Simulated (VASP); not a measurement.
# BN (F-43m) in VASP: a series of runs

The runs below take BN through single point, with PBE.

Everything below comes from runs of VASP 6.6.1. Logs are shortened: lines on timing, memory, paths and dates and some standing lists are left out, and cuts for length are marked.

**1. The cell of the first run**

It takes space group F-43m (No. 216, cubic). Conventional cell: a = 3.602 Å, b = 3.602 Å, c = 3.602 Å, α = 90.00°, β = 90.00°, γ = 90.00°. Within 2.1 Å of N (site symmetry -43m) lie 4 B at 1.56 Å. B (site symmetry -43m) has 4 N at 1.56 Å within 2.1 Å.

**2. Single point, PBE**

Contents of INCAR:

```
PREC = Accurate
ENCUT = 520
EDIFF = 1E-6
ISMEAR = -1
SIGMA = 0.05
LREAL = F
LASPH = T
NELM = 60
ALGO = Normal
ISIF = 2
LWAVE = F
LCHARG = F
GGA = PE
NBANDS = 11
```

Contents of KPOINTS:

```
regular mesh
0
Gamma
  13 13 13
```

Contents of POSCAR:

```
BN
1.0
    0.0000000000      1.8008328414      1.8008328414
    1.8008328414      0.0000000000      1.8008328414
    1.8008328414      1.8008328414      0.0000000000
N B
1 1
Direct
    0.2500000000      0.2500000000      0.2500000000
    0.0000000000      0.0000000000      0.0000000000
```

Potentials or basis: VASP PAW PBE potentials, release 64 (N, B).

Command:

```
> cat potpaw_PBE.64/N/POTCAR potpaw_PBE.64/B/POTCAR > POTCAR
> mpirun -np 1 vasp_std > vasp.out
```

OUTCAR:

```text
PREC = Accurate
   ENCUT = 520
   EDIFF = 1E-6
   ISMEAR = -1
   LREAL = F
   LASPH = T
   NELM = 60
   ISIF = 2
   GGA = PE

 ion  position               nearest neighbor table
   1  0.250  0.250  0.250-   2 1.56   2 1.56   2 1.56   2 1.56
   2  0.000  0.000  0.000-   1 1.56   1 1.56   1 1.56   1 1.56

  LATTYP: Found a face centered cubic cell.
 ALAT       =     3.6016656828

  Lattice vectors:

 A1 = (   0.0000000000,   1.8008328414,   1.8008328414)
 A2 = (   1.8008328414,   0.0000000000,   1.8008328414)
 A3 = (   1.8008328414,   1.8008328414,   0.0000000000)

Analysis of symmetry for initial positions (statically):
=====================================================================
 Subroutine PRICEL returns:
 Original cell was already a primitive cell.

 Routine SETGRP: Setting up the symmetry group for a
 face centered cubic supercell.

 Subroutine GETGRP returns: Found 24 space group operations
 (whereof 24 operations were pure point group operations)
 out of a pool of 48 trial point group operations.

The static configuration has the point symmetry T_d .

Analysis of symmetry for dynamics (positions and initial velocities):
=====================================================================
 Subroutine PRICEL returns:
 Original cell was already a primitive cell.

 Routine SETGRP: Setting up the symmetry group for a
 face centered cubic supercell.

 Subroutine GETGRP returns: Found 24 space group operations
 (whereof 24 operations were pure point group operations)
 out of a pool of 48 trial point group operations.

The dynamic configuration has the point symmetry T_d .

 Subroutine INISYM returns: Found 24 space group operations
 (whereof 24 operations are pure point group operations),
 and found     1 'primitive' translations

----------------------------------------------------------------------------------------

                                     Primitive cell

  volume of cell :      11.6802

  direct lattice vectors                    reciprocal lattice vectors
     0.000000000  1.800832841  1.800832841    -0.277649312  0.277649312  0.277649312
     1.800832841  0.000000000  1.800832841     0.277649312 -0.277649312  0.277649312
     1.800832841  1.800832841  0.000000000     0.277649312  0.277649312 -0.277649312

  length of vectors
     2.546762228  2.546762228  2.546762228     0.480902716  0.480902716  0.480902716

  position of ions in fractional coordinates (direct lattice)
     0.250000000  0.250000000  0.250000000
     0.000000000  0.000000000  0.000000000

  ion indices of the primitive-cell ions
   primitive index   ion index
                 1           1
                 2           2

----------------------------------------------------------------------------------------

 KPOINTS: regular mesh

Automatic generation of k-mesh.
 Grid dimensions read from file:
 generate k-points for:   13   13   13

 Generating k-lattice:

  Cartesian coordinates                     Fractional coordinates (reciprocal lattice)
    -0.021357639  0.021357639  0.021357639     0.076923077  0.000000000  0.000000000
     0.021357639 -0.021357639  0.021357639     0.000000000  0.076923077  0.000000000
     0.021357639  0.021357639 -0.021357639     0.000000000  0.000000000  0.076923077

  Length of vectors
     0.036992517  0.036992517  0.036992517

  Shift w.r.t. Gamma in fractional coordinates (k-lattice)
     0.000000000  0.000000000  0.000000000

 Subroutine IBZKPT returns following result:
 ===========================================

 Found     84 irreducible k-points:

 Following reciprocal coordinates:
            Coordinates               Weight
  0.000000  0.000000  0.000000      1.000000
  0.076923  0.000000  0.000000      8.000000
  0.153846  0.000000  0.000000      8.000000
  0.230769  0.000000  0.000000      8.000000
  0.307692  0.000000  0.000000      8.000000
  0.384615  0.000000  0.000000      8.000000
[... 16 lines left out ...]
  0.384615  0.153846  0.000000     24.000000
  0.461538  0.153846  0.000000     24.000000
 [... further k-points ...]
   k-points           NKPTS =     84   k-points in BZ     NKDIM =     84   number of bands    NBANDS=     11
   number of dos      NEDOS =    301   number of ions     NIONS =      2
   total plane-waves  NPLWV =   8000
   dimension x,y,z NGX =    20 NGY =   20 NGZ =   20
   dimension x,y,z NGXF=    40 NGYF=   40 NGZF=   40
   ions per type =               1   1
   NGX,Y,Z   is equivalent  to a cutoff of  13.06, 13.06, 13.06 a.u.
   NGXF,Y,Z  is equivalent  to a cutoff of  26.11, 26.11, 26.11 a.u.
 SYSTEM =  unknown system
   PREC   = accura    normal or accurate (medium, high low for compatibility)
   ISTART =      0    job   : 0-new  1-cont  2-samecut
   ICHARG =      2    charge: 1-file 2-atom 10-const
   ISPIN  =      1    spin polarized calculation?
   LNONCOLLINEAR =      F non collinear calculations
   LSORBIT =      F    spin-orbit coupling
   LASPH  =      T    aspherical Exc in radial PAW
   ENCUT  =  520.0 eV  38.22 Ry    6.18 a.u.   4.74  4.74  4.74*2*pi/ulx,y,z
   NELM   =     60;   NELMIN=  2; NELMDL= -5     # of ELM steps
   EDIFF  = 0.1E-05   stopping-criterion for ELM
   LREAL  =      F    real-space projection
   EDIFFG = 0.1E-04   stopping-criterion for IOM
   NSW    =      0    number of steps for IOM
   IBRION =     -1    ionic relax: 0-MD 1-quasi-New 2-CG
   NFREE  =      0    steps in history (QN), initial steepest desc. (CG)
   ISIF   =      2    stress and relaxation
   ISYM   =      2    0-nonsym 1-usesym 2-fastsym
   POTIM  = 0.5000    time-step for ionic-motion
   TEBEG  =    0.0;   TEEND  =   0.0 temperature during run
   PSTRESS=    0.0 pullay stress
   NELECT =       8.0000    total number of electrons
   NUPDOWN=      -1.0000    fix difference up-down
   EMIN   =  10.00;   EMAX   =-10.00  energy-range for DOS
   EFERMI =   0.00;   METHOD = LEGACY
   ISMEAR =    -1;   SIGMA  =   0.05  broadening in eV -4-tet -1-fermi 0-gaus
   EFERMI_NEDOS =   21; number of points for ismear=-14 and -15
   IALGO  =     38    algorithm
   IMIX   =      4    mixing-type and parameters
     AMIX     =   0.40;   BMIX     =  1.00
     AMIX_MAG =   1.60;   BMIX_MAG =  1.00
  volume/ion in A,a.u.               =       5.84        39.41
  Fermi-wavevector in a.u.,A,eV,Ry     =   1.443072  2.727011 28.333557  2.082458
  Thomas-Fermi vector in A             =   2.561521
   LORBIT       =      0    0 simple, 1 ext, 2 COOP (PROOUT), +10 PAW based schemes
   GGA     = PE    functional components
   LHFCALC =     F    Hartree Fock is set to
   AEXX    =    0.0000 exact exchange contribution
   IVDW    =     0    specifies the selected vdW correction
   LEPSILON=     F    determine dielectric tensor
   LRPA    =     F    only Hartree local field effects (RPA)
 non-spin polarized calculation
  energy-cutoff  :      520.00
  volume of cell :       11.68
 maximum number of plane-waves:       331
   NGX =  9   NGY =  9   NGZ =  9

 number of electron       7.9999999 magnetization

 Free energy of the ion-electron system (eV)
  ---------------------------------------------------
  ext. energy  EPLUGINS =         0.00000000
  ---------------------------------------------------
  free energy    TOTEN  =       -17.44513962 eV

  energy without entropy =      -17.44513962  energy(sigma->0) =      -17.44513962

 E-fermi :   8.4514     XC(G=0): -12.8769

 val. band max:        7.5400307765   @ k =   0.0000   0.0000   0.0000
 cond. band min:      12.0865728241   @ k =   0.4615   0.4615   0.0000
 fundamental gap:      4.5465420475
 Fermi energy:         8.4514191289

 k-point     1 :       0.0000    0.0000    0.0000
  band No.  band energies     occupation
      1     -12.8173      2.00000
      2       7.5400      2.00000
      3       7.5400      2.00000
      4       7.5400      2.00000
      5      16.4128      0.00000
      6      16.4128      0.00000
      7      16.4128      0.00000
      8      18.0704      0.00000
      9      32.5015      0.00000
     10      35.4440      0.00000
     11      35.4440      0.00000

 k-point     2 :       0.0769    0.0000    0.0000
  band No.  band energies     occupation
      1     -12.6718      2.00000
      2       6.7475      2.00000
      3       7.3829      2.00000
      4       7.3829      2.00000
      5      16.6127      0.00000
      6      16.6517      0.00000
      7      16.6517      0.00000
      8      18.5448      0.00000
      9      32.3059      0.00000
     10      33.3766      0.00000
     11      33.3766      0.00000

 k-point     3 :       0.1538    0.0000    0.0000
  band No.  band energies     occupation
      1     -12.2401      2.00000
      2       4.8699      2.00000
      3       6.9898      2.00000
      4       6.9898      2.00000
      5      16.9296      0.00000
      6      17.2273      0.00000
      7      17.2273      0.00000
      8      19.7185      0.00000
      9      31.7840      0.00000
     10      31.8177      0.00000
     11      31.8177      0.00000

 k-point     4 :       0.2308    0.0000    0.0000
  band No.  band energies     occupation
      1     -11.5381      2.00000
      2       2.5978      2.00000
      3       6.5149      2.00000
      4       6.5149      2.00000
      5      17.2311      0.00000
      6      17.8280      0.00000
      7      17.8280      0.00000
      8      20.9801      0.00000
      9      31.2256      0.00000
     10      31.2256      0.00000
     11      31.2335      0.00000
[... 239 lines left out ...]
 k-point    22 :       0.3077    0.1538    0.0000
  band No.  band energies     occupation
      1     -10.7642      2.00000
      2       1.9706      2.00000
      3       4.9604      2.00000
      4       5.3845      2.00000
      5      15.7773      0.00000
      6      19.6276      0.00000
      7      20.0930      0.00000
      8      20.4707      0.00000
      9      27.0238      0.00000
     10      34.1214      0.00000
     11      35.4076      0.00000

 k-point    23 :       0.3846    0.1538    0.0000
  band No.  band energies     occupation
      1      -9.7993      2.00000
      2      -0.0785      2.00000
      3       4.7119      2.00000
      4       4.8092      2.00000
      5      16.1798      0.00000
      6      19.8143      0.00000
      7      20.2858      0.00000
      8      21.2062      0.00000
      9      27.9213      0.00000
     10      33.8967      0.00000
     11      35.7248      0.00000

 k-point    24 :       0.4615    0.1538    0.0000
  band No.  band energies     occupation
      1      -8.7952      2.00000
      2      -1.8109      2.00000
      3       4.2479      2.00000
      4       4.6786      2.00000
      5      16.4951      0.00000
      6      19.8010      0.00000
      7      20.1492      0.00000
      8      22.3477      0.00000
      9      28.5443      0.00000
     10      33.9984      0.00000
     11      35.7662      0.00000

 [... further k-points ...]

------------------------ aborting loop because EDIFF is reached ----------------------------------------

  FORCE on cell =-STRESS in cart. coord.  units (eV):
  Direction    XX          YY          ZZ          XY          YZ          ZX
  --------------------------------------------------------------------------------------
  -------------------------------------------------------------------------------------
  Total        0.5585540      0.5585540      0.5585540     -0.0000000      0.0000000     -0.0000000
  in kB       76.6170713     76.6170713     76.6170713     -0.0000000      0.0000000     -0.0000000
  external PRESSURE =      76.6170713 kB  Pullay stress =       0.0000000 kB

 VOLUME and BASIS-vectors are now :
 -----------------------------------------------------------------------------
  energy-cutoff  :      520.00
  volume of cell :       11.68
      direct lattice vectors                 reciprocal lattice vectors
     0.000000000  1.800832841  1.800832841    -0.277649312  0.277649312  0.277649312
     1.800832841  0.000000000  1.800832841     0.277649312 -0.277649312  0.277649312
     1.800832841  1.800832841  0.000000000     0.277649312  0.277649312 -0.277649312

 POSITION                                       TOTAL-FORCE (eV/Angst)
 -----------------------------------------------------------------------------------
      0.90042      0.90042      0.90042         0.000000      0.000000      0.000000
      0.00000      0.00000      0.00000        -0.000000     -0.000000     -0.000000
 -----------------------------------------------------------------------------------
    total drift:                                0.000000      0.000000      0.000000

  FREE ENERGIE OF THE ION-ELECTRON SYSTEM (eV)
  ---------------------------------------------------
  free  energy   TOTEN  =       -17.4451396241 eV

  energy  without entropy=      -17.4451396240  energy(sigma->0) =      -17.44513962
```

It took 4.7 s on 1 thread of Intel Xeon 6975P-C (Granite Rapids), shared host; peak memory 0.12 GiB.

Results:

| Item | Value |
| --- | --- |
| Free energy | -17.4451 eV |
| Pressure | 7.7 GPa |
| Band gap on the k mesh | 4.55 eV, indirect (least direct gap 8.87 eV) |

Levels at points of the mesh, in eV from the valence-band top:
```csv
k point,band 2,band 3,band 4,band 5,band 6,band 7
"(0.00, 0.00, 0.00)",0.00,0.00,0.00,8.87,8.87,8.87
```

**3. Single point, PBE**

This run uses another cell than the first one, of 5.96 Å³/atom, 1.020 times its volume.

Contents of INCAR:

```
  PREC = Accurate
  ENCUT = 520
  EDIFF = 1E-7
  ISMEAR = -1
  SIGMA = 0.05
  LREAL = False
  LASPH = True
  NELM = 80
  ALGO = Normal
  ISIF = 2
  LWAVE = False
  LCHARG = False
  GGA = PE
  NBANDS = 11
```

Contents of KPOINTS:

```
Automatic mesh
0
Gamma
  13 13 13
```

Contents of POSCAR:

```
BN
1.0
    0.0000000000      1.8130010000      1.8130010000
    1.8130010000      0.0000000000      1.8130010000
    1.8130010000      1.8130010000      0.0000000000
N B
1 1
Direct
    0.2500000000      0.2500000000      0.2500000000
    0.0000000000      0.0000000000      0.0000000000
```

Potentials or basis: VASP PAW PBE potentials, release 64 (N, B).

Command:

```
> cat potpaw_PBE.64/N/POTCAR potpaw_PBE.64/B/POTCAR > POTCAR
> mpirun -np 1 vasp_std > vasp.out
```

Wall time 5.3 s (1 thread of Intel Xeon 6975P-C (Granite Rapids), shared host); peak memory 0.12 GiB.

Results (log left out):

| Item | Value |
| --- | --- |
| Free energy | -17.4510 eV |
| Pressure | -0.2 GPa |
| Band gap on the k mesh | 4.52 eV, indirect (least direct gap 8.78 eV) |

Levels at points of the mesh, in eV from the valence-band top:
| k point | band 1 | band 2 | band 3 | band 4 | band 5 | band 6 | band 7 | band 8 |
| --- | --- | --- | --- | --- | --- | --- | --- | --- |
| (0.00, 0.00, 0.00) | -20.13 | 0.00 | 0.00 | 0.00 | 8.78 | 8.78 | 8.78 | 10.20 |

A k mesh can miss the band edges. Expect the measured gap to be larger: semilocal functionals such as PBE lack the derivative discontinuity.
